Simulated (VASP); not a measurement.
# TiB18N18 (a cell with a defect) (Ti interstitial hop between voids) in VASP: notebook

The runs below take TiB18N18 (a cell with a defect) (Ti interstitial hop between voids) through single point, with PBE.

All numbers are computed with VASP 6.6.1; they aren't measurements. Logs are shortened: lines on timing, memory, paths and dates and some standing lists are left out, and cuts for length are marked.

### 1 The cell of the first run

The cell holds a defect, 37 atoms: a = 7.465 Å, b = 7.465 Å, c = 6.495 Å, α = 90.00°, β = 90.00°, γ = 120.00°.

### 2 Single point, PBE

INCAR

```
  ALGO = Normal
  EDIFF = 1E-6
  ENCUT = 520
  GGA = PE
  GGA_COMPAT = False
  ISIF = 2
  ISMEAR = -1
  LASPH = True
  LCHARG = False
  LREAL = Auto
  LWAVE = False
  NBANDS = 102
  NELM = 120
  PREC = Accurate
  SIGMA = 0.01
```

KPOINTS

```
k-points
0
Gamma
  1 1 1
```

POSCAR

```
TiB18N18
1.0
    7.4650312800      0.0000000000      0.0000000000
   -3.7325156400      6.4649067300      0.0000000000
    0.0000000000      0.0000000000      6.4954828800
B N Ti
18 18 1
Direct
    0.1087986610      0.2214392349      0.2357672291
    0.2216967843      0.1083503644      0.7706728033
    0.1115031351      0.5572703753      0.2462828445
    0.2217284902      0.4468865709      0.7708954196
    0.1115102485      0.8883393435      0.2463291844
    0.2221409211      0.7778359704      0.7609993116
    0.4473193872      0.2214678509      0.2355743258
    0.5575291062      0.1110726001      0.7603413158
    0.4473585785      0.5600158133      0.2359615179
    0.5602631136      0.4469196727      0.7706287727
    0.4469167286      0.8905188026      0.2456582566
    0.5575362424      0.7800038285      0.7603679497
    0.7782782163      0.2218898214      0.2455330927
    0.8885988261      0.1110752297      0.7602691118
    0.7804331846      0.5572748611      0.2461752312
    0.8907830698      0.4464893494      0.7607377452
    0.7782855280      0.8905157090      0.2456625673
    0.8907816270      0.7778415389      0.7607685358
    0.1125138217      0.2230346175      0.7763278101
    0.2234563863      0.1122438467      0.2301547133
    0.1108143657      0.5578159362      0.7624561702
    0.2234843121      0.4453112969      0.2303654752
    0.1107965550      0.8865100827      0.7625126710
    0.2233735884      0.7787326578      0.2495246358
    0.4455661287      0.2230503950      0.7762278945
    0.5582553265      0.1105531804      0.2439601534
    0.4455767524      0.5560875277      0.7763581389
    0.5565221875      0.4453266103      0.2301476315
    0.4456857791      0.8896137625      0.7574111257
    0.5582723502      0.7818527337      0.2441328889
    0.7789986602      0.2229419635      0.7570904413
    0.8869583661      0.1105431261      0.2440509858
    0.7821016037      0.5578293935      0.7621901391
    0.8900476651      0.4454268438      0.2492261207
    0.7790047337      0.8896136078      0.7571210780
    0.8900469111      0.7787380716      0.2494401155
    0.3345348331      0.3341633670      0.5032571189
```

Potentials or basis: VASP PAW PBE potentials, release 64 (B, N, Ti_sv).

Run with:

```bash
$ cat potpaw_PBE.64/B/POTCAR potpaw_PBE.64/N/POTCAR potpaw_PBE.64/Ti_sv/POTCAR > POTCAR
$ mpirun -np 1 vasp_gam > vasp.out
```

OUTCAR:

```text
EDIFF = 1E-6
   ENCUT = 520
   GGA = PE
   ISIF = 2
   ISMEAR = -1
   LASPH = True
   LREAL = Auto
   NELM = 120
   PREC = Accurate

 ion  position               nearest neighbor table
   1  0.109  0.221  0.236-  32 1.44  20 1.45  22 1.45  37 2.27
   2  0.222  0.108  0.771-  23 1.44  25 1.45  19 1.45  37 2.27
   3  0.112  0.557  0.246-  34 1.43  24 1.43  22 1.45
   4  0.222  0.447  0.771-  21 1.44  27 1.45  19 1.45  37 2.27
   5  0.112  0.888  0.246-  36 1.43  24 1.43  20 1.45
   6  0.222  0.778  0.761-  23 1.42  21 1.42  29 1.45
   7  0.447  0.221  0.236-  26 1.44  28 1.45  20 1.45  37 2.27
   8  0.558  0.111  0.760-  29 1.43  31 1.43  25 1.45
   9  0.447  0.560  0.236-  30 1.44  28 1.45  22 1.45  37 2.27
  10  0.560  0.447  0.771-  33 1.44  27 1.45  25 1.45  37 2.27
  11  0.447  0.891  0.246-  30 1.42  26 1.42  24 1.45
  12  0.558  0.780  0.760-  29 1.43  35 1.43  27 1.45
  13  0.778  0.222  0.246-  26 1.42  32 1.42  34 1.45
  14  0.889  0.111  0.760-  35 1.43  31 1.43  19 1.45
  15  0.780  0.557  0.246-  34 1.43  36 1.43  28 1.45
  16  0.891  0.446  0.761-  33 1.42  21 1.42  31 1.45
  17  0.778  0.891  0.246-  30 1.42  32 1.42  36 1.45
[... 4 lines left out ...]
  22  0.223  0.445  0.230-   1 1.45   9 1.45   3 1.45  37 2.28
  23  0.111  0.887  0.763-  18 1.42   6 1.42   2 1.44
  24  0.223  0.779  0.250-   3 1.43   5 1.43  11 1.45
  25  0.446  0.223  0.776-   2 1.45  10 1.45   8 1.45  37 2.28
  26  0.558  0.111  0.244-  13 1.42  11 1.42   7 1.44
  27  0.446  0.556  0.776-   4 1.45  10 1.45  12 1.45  37 2.28
  28  0.557  0.445  0.230-   7 1.45   9 1.45  15 1.45  37 2.28
  29  0.446  0.890  0.757-   8 1.43  12 1.43   6 1.45
  30  0.558  0.782  0.244-  17 1.42  11 1.42   9 1.44
  31  0.779  0.223  0.757-  14 1.43   8 1.43  16 1.45
  32  0.887  0.111  0.244-  13 1.42  17 1.42   1 1.44
  33  0.782  0.558  0.762-  18 1.42  16 1.42  10 1.44
  34  0.890  0.445  0.249-   3 1.43  15 1.43  13 1.45
  35  0.779  0.890  0.757-  14 1.43  12 1.43  18 1.45
  36  0.890  0.779  0.249-   5 1.43  15 1.43  17 1.45
  37  0.335  0.334  0.503-  10 2.27   9 2.27   4 2.27   7 2.27   2 2.27   1 2.27  20 2.28  27 2.28
                            22 2.28  25 2.28  19 2.28  28 2.28

  LATTYP: Found a hexagonal cell.
 ALAT       =     7.4650312800
 C/A-ratio  =     0.8701213212

  Lattice vectors:

 A1 = (   7.4650312800,   0.0000000000,   0.0000000000)
 A2 = (  -3.7325156400,   6.4649067300,   0.0000000000)
 A3 = (   0.0000000000,   0.0000000000,   6.4954828800)

Analysis of symmetry for initial positions (statically):
=====================================================================
 Subroutine PRICEL returns:
 Original cell was already a primitive cell.
[... 169 lines left out ...]
   LREAL  =      T    real-space projection
   EDIFFG = 0.1E-04   stopping-criterion for IOM
   NSW    =      0    number of steps for IOM
   IBRION =     -1    ionic relax: 0-MD 1-quasi-New 2-CG
   NFREE  =      0    steps in history (QN), initial steepest desc. (CG)
   ISIF   =      2    stress and relaxation
   ISYM   =      2    0-nonsym 1-usesym 2-fastsym
   POTIM  = 0.5000    time-step for ionic-motion
   TEBEG  =    0.0;   TEEND  =   0.0 temperature during run
   PSTRESS=    0.0 pullay stress
   NELECT =     156.0000    total number of electrons
   NUPDOWN=      -1.0000    fix difference up-down
   EMIN   =  10.00;   EMAX   =-10.00  energy-range for DOS
   EFERMI =   0.00;   METHOD = LEGACY
   ISMEAR =    -1;   SIGMA  =   0.01  broadening in eV -4-tet -1-fermi 0-gaus
   EFERMI_NEDOS =   21; number of points for ismear=-14 and -15
   IALGO  =     38    algorithm
   IMIX   =      4    mixing-type and parameters
     AMIX     =   0.40;   BMIX     =  1.00
     AMIX_MAG =   1.60;   BMIX_MAG =  1.00
  volume/ion in A,a.u.               =       8.47        57.17
  Fermi-wavevector in a.u.,A,eV,Ry     =   1.297322  2.451584 22.899223  1.683045
  Thomas-Fermi vector in A             =   2.428722
   LORBIT       =      0    0 simple, 1 ext, 2 COOP (PROOUT), +10 PAW based schemes
   GGA     = PE    functional components
[... 5 lines left out ...]
 non-spin polarized calculation
  energy-cutoff  :      520.00
  volume of cell :      313.48
 maximum number of plane-waves:      4207
 NGX is ok and might be reduce to    54
   NGX = 27   NGY = 27   NGZ = 25

 number of electron     155.9999998 magnetization

 Free energy of the ion-electron system (eV)
  ---------------------------------------------------
  ext. energy  EPLUGINS =         0.00000000
  ---------------------------------------------------
  free energy    TOTEN  =      -316.82933671 eV

  energy without entropy =     -316.82933670  energy(sigma->0) =     -316.82933671

 E-fermi :   6.1450     XC(G=0): -10.5502

 val. band max:        5.9070161228   @ k =   0.0000   0.0000   0.0000
 cond. band min:       6.3742725053   @ k =   0.0000   0.0000   0.0000
 fundamental gap:      0.4672563825
 Fermi energy:         6.1450048238

 k-point     1 :       0.0000    0.0000    0.0000
  band No.  band energies     occupation
      1     -50.4440      2.00000
      2     -27.4548      2.00000
      3     -26.6391      2.00000
      4     -26.6349      2.00000
      5     -14.8579      2.00000
      6     -14.4077      2.00000
[... 82 lines left out ...]
     89       9.9142      0.00000
     90      10.2175      0.00000
 [bands above 90 left out]

------------------------ aborting loop because EDIFF is reached ----------------------------------------

  FORCE on cell =-STRESS in cart. coord.  units (eV):
  Direction    XX          YY          ZZ          XY          YZ          ZX
  --------------------------------------------------------------------------------------
  -------------------------------------------------------------------------------------
  Total       31.8307301     31.8442102     18.0334328     -0.0051037     -0.0131038      0.0063732
  in kB      162.6866231    162.7555200     92.1687397     -0.0260851     -0.0669732      0.0325734
  external PRESSURE =     139.2036276 kB  Pullay stress =       0.0000000 kB

 VOLUME and BASIS-vectors are now :
 -----------------------------------------------------------------------------
  energy-cutoff  :      520.00
  volume of cell :      313.48
      direct lattice vectors                 reciprocal lattice vectors
     7.465031280  0.000000000  0.000000000     0.133957912  0.077340636  0.000000000
    -3.732515640  6.464906730  0.000000000     0.000000000  0.154681273  0.000000000
     0.000000000  0.000000000  6.495482880     0.000000000  0.000000000  0.153953142

 POSITION                                       TOTAL-FORCE (eV/Angst)
 -----------------------------------------------------------------------------------
     -0.01434      1.43158      1.53142        -0.016484     -0.007792     -0.015359
      1.25055      0.70048      5.00589         0.000581     -0.014635      0.016133
     -1.24765      3.60270      1.59973        -0.002808      0.004053     -0.005163
     -0.01280      2.88908      5.00734        -0.017666      0.011884      0.015420
     -2.48331      5.74303      1.60003         0.001415     -0.007083     -0.005910
     -1.24500      5.02864      4.94306         0.005939      0.003022     -0.003201
[... 29 lines left out ...]
      3.73758      5.03447      1.62023        -0.003458      0.001886     -0.003190
      1.25004      2.16034      3.26890         0.000764      0.001304      0.000562
 -----------------------------------------------------------------------------------
    total drift:                                0.002705     -0.003357     -0.003673

  FREE ENERGIE OF THE ION-ELECTRON SYSTEM (eV)
  ---------------------------------------------------
  free  energy   TOTEN  =      -316.8293367051 eV

  energy  without entropy=     -316.8293367050  energy(sigma->0) =     -316.82933671
```

stdout:

```text
POSCAR found type information on POSCAR B N Ti
 POSCAR found :  3 types and      37 ions
 scaLAPACK will be used
 LDA part: xc-table for (Slater+PW92), standard interpolation
 POSCAR, INCAR and KPOINTS ok, starting setup
 FFT: planning ... GRIDC
 FFT: planning ... GRID_SOFT
 FFT: planning ... GRID
 WAVECAR not read
 entering main loop
```

Wall time 39 s (1 thread of Intel Xeon 6975P-C (Granite Rapids), shared host); peak memory 0.36 GiB.

Results:

```
Free energy            : -316.8293 eV
Pressure               : 13.9 GPa
Largest force          : 0.027 eV/Å
Band gap on the k mesh : 0.47 eV
```

Forces on the atoms (eV/Å):
```
B   -0.016 -0.008 -0.015
B    0.001 -0.015  0.016
B   -0.003  0.004 -0.005
B   -0.018  0.012  0.015
B    0.001 -0.007 -0.006
B    0.006  0.003 -0.003
B    0.019 -0.012 -0.016
B    0.005 -0.002  0.005
B   -0.001  0.015 -0.018
B    0.013  0.007  0.016
B   -0.003  0.000  0.005
B   -0.001  0.006  0.004
B    0.001  0.003  0.004
B   -0.005 -0.003  0.005
B    0.006  0.004 -0.004
B    0.002 -0.008 -0.002
B    0.004 -0.001  0.003
B   -0.006  0.005  0.000
N   -0.015 -0.011  0.004
N    0.001 -0.018 -0.005
N   -0.003 -0.001 -0.008
N   -0.020  0.010 -0.006
N   -0.001  0.001 -0.011
N    0.003  0.003 -0.005
N    0.019 -0.011  0.004
N   -0.002 -0.002  0.009
N    0.002  0.022  0.005
N    0.017  0.008 -0.003
N   -0.006 -0.001  0.000
N   -0.001  0.000  0.010
N   -0.001  0.004  0.003
N    0.002 -0.001  0.009
N    0.000 -0.001 -0.007
N    0.000 -0.006 -0.002
N    0.003 -0.002  0.002
N   -0.003  0.002 -0.003
Ti   0.001  0.001  0.001
```

Stress tensor (GPa, compression positive):
```
16.27  0.00  0.00
 0.00 16.28 -0.01
 0.00 -0.01  9.22
```

Caveat: the k points lie up to 0.97 Å⁻¹ apart.

### 3 Single point, PBE

INCAR

```
SYSTEM = TiB18N18
ALGO     = Normal         ! electronic algorithm
EDIFF    = 1E-6           ! SCF threshold, eV
ENCUT    = 520            ! plane-wave cutoff, eV
GGA      = PE             ! functional
GGA_COMPAT= .False.      
ISIF     = 2              ! what is computed and relaxed
ISMEAR   = -1             ! smearing method
LASPH    = .True.         ! aspherical terms in the spheres
LCHARG   = .False.        ! write CHGCAR
LREAL    = Auto         
LWAVE    = .False.        ! write WAVECAR
NBANDS   = 102            ! bands
NELECT   = 154.0        
NELM     = 120            ! most SCF steps
PREC     = Accurate       ! precision mode
SIGMA    = 0.01           ! smearing width, eV
```

KPOINTS

```
k-points
0
Gamma
  1 1 1
  0 0 0
```

POSCAR

```
TiB18N18
1.0
    7.4650312809      0.0000000000      0.0000000000
   -3.7325156404      6.4649067293      0.0000000000
    0.0000000000      0.0000000000      6.4954828800
B N Ti
18 18 1
Direct
    0.1125580157      0.2218090487      0.2333190657
    0.2217782509      0.1119247860      0.7665757699
    0.1125263531      0.5553976380      0.2342682193
    0.2187718210      0.4436064111      0.7538806216
    0.1155737357      0.8901347373      0.2462158294
    0.2218336361      0.7783573002      0.7657556373
    0.4442474318      0.2188060073      0.2460380952
    0.5553492413      0.1118729794      0.7655800607
    0.4402199487      0.5523510422      0.2168163836
    0.5523032819      0.4395551634      0.7826671549
    0.4442796601      0.8901043265      0.2459515854
    0.5523596283      0.7813335891      0.7791356683
    0.7790109123      0.2218614986      0.2343157154
    0.8901023648      0.1149339401      0.7537507306
    0.7820034930      0.5523997882      0.2208783364
    0.8900718563      0.4436390838      0.7540140065
    0.7820409967      0.8941545339      0.2173746178
    0.8941251092      0.7813846491      0.7829958317
    0.1108237543      0.2228858623      0.7520664667
    0.2235248360      0.1108604398      0.2478424384
    0.1108030362      0.5563724698      0.7517818745
    0.2219621654      0.4432878793      0.2268551840
    0.1123823928      0.8904503586      0.7730620936
    0.2235506546      0.7773785789      0.2482797986
    0.4432288570      0.2212813576      0.7727517860
    0.5570158558      0.1108390762      0.2482205745
    0.4458071614      0.5570541206      0.7675405740
    0.5576898884      0.4458292408      0.2323076397
    0.4431525208      0.8905439724      0.7704388872
    0.5577464583      0.7765985631      0.2315317826
    0.7773418737      0.2229083772      0.7516456465
    0.8911087856      0.1124291572      0.2271462170
    0.7765911334      0.5571272809      0.7684196258
    0.8912111321      0.4431890349      0.2295688832
    0.7766668353      0.8879051455      0.7674060406
    0.8885364491      0.7766689227      0.2326862693
    0.6670176652      0.6667278102      0.4999770863
```

Potentials or basis: VASP PAW PBE potentials, release 64 (B, N, Ti_sv).

Run with:

```bash
$ cat potpaw_PBE.64/B/POTCAR potpaw_PBE.64/N/POTCAR potpaw_PBE.64/Ti_sv/POTCAR > POTCAR
$ mpirun -np 1 vasp_gam > vasp.out
```

Run time: 67 s. Hardware: 1 thread of Intel Xeon 6975P-C (Granite Rapids), shared host; peak memory 0.36 GiB.

Results (log left out):

- Free energy: -328.2561 eV
- Largest force: 0.022 eV/Å

Forces on the atoms (eV/Å):
```
B   -0.003 -0.001 -0.001
B    0.003 -0.002  0.002
B   -0.002 -0.001 -0.001
B    0.004  0.003  0.002
B   -0.005 -0.002  0.000
B    0.001 -0.002  0.001
B   -0.001  0.005 -0.001
B    0.001  0.000  0.001
B   -0.007 -0.004 -0.017
B    0.000 -0.004  0.014
B    0.002 -0.001 -0.001
B   -0.005  0.003  0.020
B   -0.001 -0.001 -0.001
B    0.000 -0.006  0.001
B    0.005 -0.001 -0.022
B   -0.002  0.001  0.000
B    0.000  0.006 -0.012
B    0.008  0.004  0.017
N   -0.001  0.000  0.000
N    0.002 -0.001  0.000
N    0.000  0.002  0.000
N    0.005  0.003 -0.001
N   -0.005 -0.001  0.000
N    0.000 -0.004  0.001
N    0.000  0.006  0.002
N    0.002  0.000  0.000
N   -0.014 -0.008  0.005
N   -0.001 -0.018 -0.005
N    0.004 -0.002 -0.001
N   -0.015  0.010 -0.005
N   -0.004 -0.002  0.000
N    0.000 -0.002  0.000
N    0.016 -0.010  0.005
N   -0.006  0.003  0.001
N   -0.002  0.017  0.006
N    0.014  0.008 -0.006
Ti   0.002 -0.001 -0.001
```

Levels at points of the mesh, in eV from the Fermi level:
| k point | band 75 | band 76 | band 77 | band 78 | band 79 | band 80 |
| --- | --- | --- | --- | --- | --- | --- |
| (0.00, 0.00, 0.00) | -2.34 | -2.32 | 0.00 | 0.00 | 0.03 | 1.97 |

Caveat: the k points lie up to 0.97 Å⁻¹ apart; the cell carries a net charge on a neutralising background, which shifts energy and pressure; the cell is charged against a uniform background, so pressure and absolute levels hang on convention.

### 4 Single point, PBE

INCAR

```
PREC = Accurate
ENCUT = 520
EDIFF = 1E-6
ISMEAR = -1
SIGMA = 0.01
LREAL = Auto
LASPH = True
NELM = 120
ALGO = Normal
ISIF = 2
LWAVE = False
LCHARG = False
GGA = PE
NBANDS = 102
NELECT = 154.0
GGA_COMPAT = False
```

KPOINTS

```
regular mesh
0
Gamma
  1 1 1
```

POSCAR

```
TiB18N18
1.0
    7.4650312800      0.0000000000      0.0000000000
   -3.7325156400      6.4649067300      0.0000000000
    0.0000000000      0.0000000000      6.4954828800
B N Ti
18 18 1
Direct
    0.1064975098      0.2181226299      0.2173229215
    0.2187617169      0.1069408021      0.7842293199
    0.1105112299      0.5559298702      0.2461222637
    0.2187830181      0.4486640593      0.7780129320
    0.1104730581      0.8846191687      0.2467463258
    0.2217736948      0.7791538949      0.7659909043
    0.4482210590      0.2181492896      0.2226979931
    0.5565180641      0.1109070690      0.7545375442
    0.4482513073      0.5598938710      0.2161591634
    0.5605270206      0.4486940291      0.7836243718
    0.4452429700      0.8876795641      0.2347878332
    0.5565520234      0.7822128500      0.7542355346
    0.7787484311      0.2211677638      0.2349440227
    0.8852132845      0.1108737043      0.7539861495
    0.7818091955      0.5559595580      0.2463973351
    0.8882782391      0.4456616501      0.7656664587
    0.7788153392      0.8876232700      0.2332691841
    0.8882136918      0.7792139438      0.7674300195
    0.1122357166      0.2242967200      0.7674531492
    0.2239175261      0.1116532940      0.2334670094
    0.1095327762      0.5579157889      0.7696269849
    0.2239909059      0.4424675518      0.2313709989
    0.1097232773      0.8887161197      0.7741144384
    0.2232478156      0.7766497336      0.2486990401
    0.4430329502      0.2243634248      0.7692684226
    0.5574895833      0.1089172208      0.2310896930
    0.4431035188      0.5551765882      0.7676858280
    0.5547880910      0.4425343227      0.2327756116
    0.4437797342      0.8901791875      0.7521869533
    0.5573012760      0.7781222927      0.2264594315
    0.7772424843      0.2236497107      0.7518793305
    0.8882400918      0.1090808163      0.2271928533
    0.7787908170      0.5577539999      0.7736272463
    0.8897797595      0.4431881169      0.2485907082
    0.7772609721      0.8901603142      0.7525818336
    0.8897551999      0.7766659283      0.2481008655
    0.3338183527      0.3337427025      0.5003468941
```

Run with:

```bash
$ cat potpaw_PBE.64/B/POTCAR potpaw_PBE.64/N/POTCAR potpaw_PBE.64/Ti_sv/POTCAR > POTCAR
$ mpirun -np 1 vasp_gam > vasp.out
```

Run time: 76 s. Hardware: 1 thread of Intel Xeon 6975P-C (Granite Rapids), shared host; peak memory 0.36 GiB.

The run converged. Its results:

```
Free energy   : -328.2559 eV
Largest force : 0.026 eV/Å
```

Forces on the atoms (eV/Å):
```
B   -0.008 -0.010 -0.013
B   -0.004 -0.013  0.013
B    0.003 -0.002  0.001
B   -0.012  0.005  0.022
B    0.001  0.002 -0.002
B    0.000  0.006  0.001
B    0.011 -0.008 -0.022
B   -0.003  0.001 -0.001
B    0.003  0.012 -0.014
B    0.008  0.009  0.016
B    0.001 -0.004 -0.002
B   -0.003 -0.001  0.002
B    0.004  0.002 -0.001
B    0.002  0.003  0.002
B    0.000 -0.004 -0.001
B   -0.004 -0.003  0.002
B    0.000  0.001  0.003
B    0.001  0.002 -0.003
N   -0.006 -0.006  0.007
N   -0.003 -0.008 -0.007
N    0.011 -0.008  0.003
N   -0.006  0.004  0.001
N    0.001 -0.004  0.001
N    0.002  0.001  0.000
N    0.007 -0.003 -0.001
N   -0.012  0.005 -0.005
N    0.004  0.008  0.007
N    0.006  0.007 -0.006
N   -0.003  0.000 -0.001
N   -0.001  0.001  0.000
N    0.000  0.002 -0.001
N   -0.002 -0.001 -0.001
N    0.000 -0.001  0.000
N    0.002 -0.002  0.002
N    0.002 -0.002  0.002
N   -0.001  0.001 -0.002
Ti   0.002  0.005  0.000
```

Levels at points of the mesh, in eV from the Fermi level:
| k point | band 74 | band 75 | band 76 | band 77 | band 78 | band 79 | band 80 | band 81 |
| --- | --- | --- | --- | --- | --- | --- | --- | --- |
| (0.00, 0.00, 0.00) | -2.46 | -2.33 | -2.32 | 0.00 | 0.00 | 0.03 | 1.97 | 1.97 |

Caveat: the k points lie up to 0.97 Å⁻¹ apart; the cell carries a net charge on a neutralising background, which shifts energy and pressure; the cell is charged against a uniform background, so pressure and absolute levels hang on convention.

(Continued in part 2 of 2.)
